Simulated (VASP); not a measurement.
# Ir in VASP: single point with PBE

Aim: the single point of Ir with PBE.

All numbers are computed with VASP 6.6.1; they aren't measurements. Logs are shortened: lines on timing, memory, paths and dates and some standing lists are left out, and cuts for length are marked.

## 1. The cell of the first run

The cell holds a wire or tube with vacuum around it, 2 atoms: a = 11.200 Å, b = 9.300 Å, c = 2.611 Å, α = 90.00°, β = 90.00°, γ = 90.00°.

## 2. Single point, PBE, collinear spin

INCAR

```
SYSTEM = Ir
  PREC = Accurate
  ENCUT = 520
  EDIFF = 1E-7
  ISMEAR = 0
  SIGMA = 0.05
  LREAL = .FALSE.
  LASPH = .TRUE.
  NELM = 150
  ALGO = Normal
  ISIF = 2
  LWAVE = .FALSE.
  LCHARG = .FALSE.
  ISPIN = 2
  MAGMOM = 1.5 1.5
  LORBIT = 11
  LMAXMIX = 4
  GGA = PE
  NBANDS = 20
```

KPOINTS

```
regular mesh
0
G
  1 1 25
  0 0 0
```

POSCAR

```
Ir
1.0
   11.2000000000      0.0000000000      0.0000000000
    0.0000000000      9.3000000000      0.0000000000
    0.0000000000      0.0000000000      2.6110699758
Ir
2
Direct
    0.4010291872      0.5000000000      0.0000000000
    0.5989708128      0.5000000000      0.5000000000
```

Potentials or basis: VASP PAW PBE potentials, release 64 (Ir).

Command:

```
$ cat potpaw_PBE.64/Ir/POTCAR > POTCAR
$ mpirun -np 1 vasp_std > vasp.out
```

OUTCAR:

```text
SYSTEM = Ir
   PREC = Accurate
   ENCUT = 520
   EDIFF = 1E-7
   ISMEAR = 0
   LREAL = .FALSE.
   LASPH = .TRUE.
   NELM = 150
   ISIF = 2
   ISPIN = 2
   LORBIT = 11
   GGA = PE

 ion  position               nearest neighbor table
   1  0.401  0.500  0.000-   2 2.57   2 2.57
   2  0.599  0.500  0.500-   1 2.57   1 2.57

  LATTYP: Found a simple orthorhombic cell.
 ALAT       =     2.6110699758
 B/A-ratio  =     3.5617582394
 C/A-ratio  =     4.2894292776

  Lattice vectors:

 A1 = (   0.0000000000,   0.0000000000,  -2.6110699758)
 A2 = (   0.0000000000,   9.3000000000,   0.0000000000)
 A3 = (  11.2000000000,   0.0000000000,   0.0000000000)

Analysis of symmetry for initial positions (statically):
=====================================================================
 Subroutine PRICEL returns:
 Original cell was already a primitive cell.

 Routine SETGRP: Setting up the symmetry group for a
 simple orthorhombic supercell.

 Subroutine GETGRP returns: Found  8 space group operations
 (whereof  4 operations were pure point group operations)
 out of a pool of  8 trial point group operations.

The static configuration has the point symmetry C_2v.
 The point group associated with its full space group is D_2h.

Analysis of symmetry for dynamics (positions and initial velocities):
=====================================================================
 Subroutine PRICEL returns:
 Original cell was already a primitive cell.

 Routine SETGRP: Setting up the symmetry group for a
 simple orthorhombic supercell.

 Subroutine GETGRP returns: Found  8 space group operations
 (whereof  4 operations were pure point group operations)
 out of a pool of  8 trial point group operations.

The dynamic configuration has the point symmetry C_2v.
 The point group associated with its full space group is D_2h.

Analysis of structural, dynamic, and magnetic symmetry:
=====================================================================
 Subroutine PRICEL returns:
 Original cell was already a primitive cell.

 Routine SETGRP: Setting up the symmetry group for a
 simple orthorhombic supercell.

 Subroutine GETGRP returns: Found  8 space group operations
 (whereof  4 operations were pure point group operations)
 out of a pool of  8 trial point group operations.

The overall configuration has the point symmetry C_2v.
 The point group associated with its full space group is D_2h.

 Subroutine INISYM returns: Found  8 space group operations
 (whereof  4 operations are pure point group operations),
 and found     1 'primitive' translations

----------------------------------------------------------------------------------------

                                     Primitive cell

  volume of cell :     271.9690

  direct lattice vectors                    reciprocal lattice vectors
    11.200000000  0.000000000  0.000000000     0.089285714  0.000000000  0.000000000
     0.000000000  9.300000000  0.000000000     0.000000000  0.107526882  0.000000000
     0.000000000  0.000000000  2.611069976     0.000000000  0.000000000  0.382984757

  length of vectors
    11.200000000  9.300000000  2.611069976     0.089285714  0.107526882  0.382984757

  position of ions in fractional coordinates (direct lattice)
     0.401029187  0.500000000  0.000000000
     0.598970813  0.500000000  0.500000000

  ion indices of the primitive-cell ions
   primitive index   ion index
                 1           1
                 2           2

----------------------------------------------------------------------------------------

 KPOINTS: regular mesh

Automatic generation of k-mesh.
 Grid dimensions read from file:
 generate k-points for:    1    1   25

 Generating k-lattice:

  Cartesian coordinates                     Fractional coordinates (reciprocal lattice)
     0.089285714  0.000000000  0.000000000     1.000000000  0.000000000  0.000000000
     0.000000000  0.107526882  0.000000000     0.000000000  1.000000000  0.000000000
     0.000000000  0.000000000  0.015319390     0.000000000  0.000000000  0.040000000

  Length of vectors
     0.089285714  0.107526882  0.015319390

  Shift w.r.t. Gamma in fractional coordinates (k-lattice)
     0.000000000  0.000000000  0.000000000

 Subroutine IBZKPT returns following result:
 ===========================================

 Found     13 irreducible k-points:

 Following reciprocal coordinates:
            Coordinates               Weight
  0.000000  0.000000  0.000000      1.000000
  0.000000  0.000000  0.040000      2.000000
  0.000000  0.000000  0.080000      2.000000
  0.000000  0.000000  0.120000      2.000000
  0.000000  0.000000  0.160000      2.000000
  0.000000  0.000000  0.200000      2.000000
  0.000000  0.000000  0.240000      2.000000
  0.000000  0.000000  0.280000      2.000000
  0.000000  0.000000  0.320000      2.000000
  0.000000  0.000000  0.360000      2.000000
  0.000000  0.000000  0.400000      2.000000
  0.000000  0.000000  0.440000      2.000000
  0.000000  0.000000  0.480000      2.000000
   k-points           NKPTS =     13   k-points in BZ     NKDIM =     13   number of bands    NBANDS=     20
   number of dos      NEDOS =    301   number of ions     NIONS =      2
   total plane-waves  NPLWV = 117600
   dimension x,y,z NGX =    84 NGY =   70 NGZ =   20
   dimension x,y,z NGXF=   168 NGYF=  140 NGZF=   40
   ions per type =               2
   NGX,Y,Z   is equivalent  to a cutoff of  12.47, 12.51, 12.73 a.u.
   NGXF,Y,Z  is equivalent  to a cutoff of  24.94, 25.03, 25.47 a.u.
 SYSTEM =  Ir
   PREC   = accura    normal or accurate (medium, high low for compatibility)
   ISTART =      0    job   : 0-new  1-cont  2-samecut
   ICHARG =      2    charge: 1-file 2-atom 10-const
   ISPIN  =      2    spin polarized calculation?
   LNONCOLLINEAR =      F non collinear calculations
   LSORBIT =      F    spin-orbit coupling
   LASPH  =      T    aspherical Exc in radial PAW
   ENCUT  =  520.0 eV  38.22 Ry    6.18 a.u.  20.82 17.29  4.85*2*pi/ulx,y,z
   NELM   =    150;   NELMIN=  2; NELMDL= -5     # of ELM steps
   EDIFF  = 0.1E-06   stopping-criterion for ELM
   LREAL  =      F    real-space projection
   EDIFFG = 0.1E-05   stopping-criterion for IOM
   NSW    =      0    number of steps for IOM
   IBRION =     -1    ionic relax: 0-MD 1-quasi-New 2-CG
   NFREE  =      0    steps in history (QN), initial steepest desc. (CG)
   ISIF   =      2    stress and relaxation
   ISYM   =      2    0-nonsym 1-usesym 2-fastsym
   POTIM  = 0.5000    time-step for ionic-motion
   TEBEG  =    0.0;   TEEND  =   0.0 temperature during run
   PSTRESS=    0.0 pullay stress
   NELECT =      18.0000    total number of electrons
   NUPDOWN=      -1.0000    fix difference up-down
   EMIN   =  10.00;   EMAX   =-10.00  energy-range for DOS
   EFERMI =   0.00;   METHOD = LEGACY
   ISMEAR =     0;   SIGMA  =   0.05  broadening in eV -4-tet -1-fermi 0-gaus
   EFERMI_NEDOS =   21; number of points for ismear=-14 and -15
   IALGO  =     38    algorithm
   IMIX   =      4    mixing-type and parameters
     AMIX     =   0.40;   BMIX     =  1.00
     AMIX_MAG =   1.60;   BMIX_MAG =  1.00
  volume/ion in A,a.u.               =     135.98       917.67
  Fermi-wavevector in a.u.,A,eV,Ry     =   0.662205  1.251386  5.966366  0.438516
  Thomas-Fermi vector in A             =   1.735202
   LORBIT       =     11    0 simple, 1 ext, 2 COOP (PROOUT), +10 PAW based schemes
   GGA     = PE    functional components
   LHFCALC =     F    Hartree Fock is set to
   AEXX    =    0.0000 exact exchange contribution
   IVDW    =     0    specifies the selected vdW correction
   LEPSILON=     F    determine dielectric tensor
   LRPA    =     F    only Hartree local field effects (RPA)
 spin polarized calculation
 Gauss-broadening in eV      SIGMA  =   0.05
  energy-cutoff  :      520.00
  volume of cell :      271.97
 maximum number of plane-waves:      7354
 NGX is ok and might be reduce to    84
   NGX = 41   NGY = 35   NGZ =  9

 number of electron      18.0000000 magnetization       3.0468409

 Free energy of the ion-electron system (eV)
  ---------------------------------------------------
  ext. energy  EPLUGINS =         0.00000000
  ---------------------------------------------------
  free energy    TOTEN  =       -11.61178901 eV

  energy without entropy =      -11.60522311  energy(sigma->0) =      -11.60850606

 E-fermi :  -3.7029     XC(G=0):  -3.0099

 val. band max:       -3.7124291098   @ k =   0.0000   0.0000   0.1200
 cond. band min:      -3.6780641977   @ k =   0.0000   0.0000   0.2400
 fundamental gap:      0.0343649121
 Fermi energy:        -3.7029184773

 spin component 1

 k-point     1 :       0.0000    0.0000    0.0000
  band No.  band energies     occupation
      1     -10.1473      1.00000
      2      -9.6341      1.00000
      3      -7.0364      1.00000
      4      -6.8202      1.00000
      5      -6.0396      1.00000
      6      -5.3955      1.00000
[... 12 lines left out ...]
     19       2.7009      0.00000
[... 259 lines left out ...]
      3      -7.3144      1.00000
      4      -7.2906      1.00000
      5      -4.8395      1.00000
      6      -4.6907      1.00000
[... 12 lines left out ...]
     19       6.5247      0.00000
     20       7.1149      0.00000
 Fermi energy:        -3.7029184773

 spin component 2

 k-point     1 :       0.0000    0.0000    0.0000
  band No.  band energies     occupation
      1      -9.7744      1.00000
      2      -9.1081      1.00000
      3      -6.1614      1.00000
      4      -5.9913      1.00000
      5      -5.1998      1.00000
      6      -4.6900      1.00000
[... 12 lines left out ...]
     19       2.9218      0.00000
[... 260 lines left out ...]
      4      -6.5109      1.00000
      5      -3.7704      0.97192
      6      -3.6173      0.00772
[... 12 lines left out ...]
     19       6.6947      0.00000
     20       7.3190      0.00000

------------------------ aborting loop because EDIFF is reached ----------------------------------------

  FORCE on cell =-STRESS in cart. coord.  units (eV):
  Direction    XX          YY          ZZ          XY          YZ          ZX
  --------------------------------------------------------------------------------------
  -------------------------------------------------------------------------------------
  Total       -3.1500208     -0.0290789     -5.0058407      0.0000000      0.0000000      0.0000000
  in kB      -18.5568611     -0.1713047    -29.4895484      0.0000000      0.0000000      0.0000000
  external PRESSURE =     -16.0725714 kB  Pullay stress =       0.0000000 kB

 VOLUME and BASIS-vectors are now :
 -----------------------------------------------------------------------------
  energy-cutoff  :      520.00
  volume of cell :      271.97
      direct lattice vectors                 reciprocal lattice vectors
    11.200000000  0.000000000  0.000000000     0.089285714  0.000000000  0.000000000
     0.000000000  9.300000000  0.000000000     0.000000000  0.107526882  0.000000000
     0.000000000  0.000000000  2.611069976     0.000000000  0.000000000  0.382984757

 POSITION                                       TOTAL-FORCE (eV/Angst)
 -----------------------------------------------------------------------------------
      4.49153      4.65000      0.00000         1.419666      0.000000      0.000000
      6.70847      4.65000      1.30553        -1.419666      0.000000      0.000000
 -----------------------------------------------------------------------------------
    total drift:                                0.000000      0.000000      0.000000

  FREE ENERGIE OF THE ION-ELECTRON SYSTEM (eV)
  ---------------------------------------------------
  free  energy   TOTEN  =       -11.6117890072 eV

  energy  without entropy=      -11.6052231072  energy(sigma->0) =      -11.60850606

 total charge

# of ion       s       p       d       tot
------------------------------------------
    1        0.703   0.320   6.884   7.907
    2        0.703   0.320   6.884   7.907
--------------------------------------------------
tot          1.406   0.640  13.768  15.813

 magnetization (x)

# of ion       s       p       d       tot
------------------------------------------
    1        0.066   0.038   1.241   1.345
    2        0.066   0.038   1.241   1.345
--------------------------------------------------
tot          0.132   0.076   2.482   2.689
```

It took 2.6 min on 1 thread of AMD EPYC 7R13 (Zen 3), shared host; peak memory 0.44 GiB.

What came out:

```yaml
Free_energy: -11.6118 eV
Largest_force: 1.420 eV/Å
Net_moment: 3.05 μB per cell
Site_moments: Ir +1.34 μB
Valence_electrons_inside_the_program's_atomic_spheres: Ir 7.91
```

Forces in eV/Å, atoms in the order of the input:
```
Ir   1.420  0.000  0.000
Ir  -1.420  0.000  0.000
```

Levels at points of the mesh, in eV from the Fermi level:
Spin up:
```tsv
k point	band 8	band 9	band 10	band 11	band 12	band 13	band 14	band 15
(0.00, 0.00, 0.00)	-1.06	-0.81	-0.11	0.43	1.13	2.04	2.37	4.88
```
Spin down:
```
           k point  band 6  band 7  band 8  band 9  band 10  band 11
(0.00, 0.00, 0.00)   -0.99   -0.34    0.03    0.18     0.82     1.39
```

Caveat: spin-orbit coupling is left out, which moves the levels of the heavy elements.
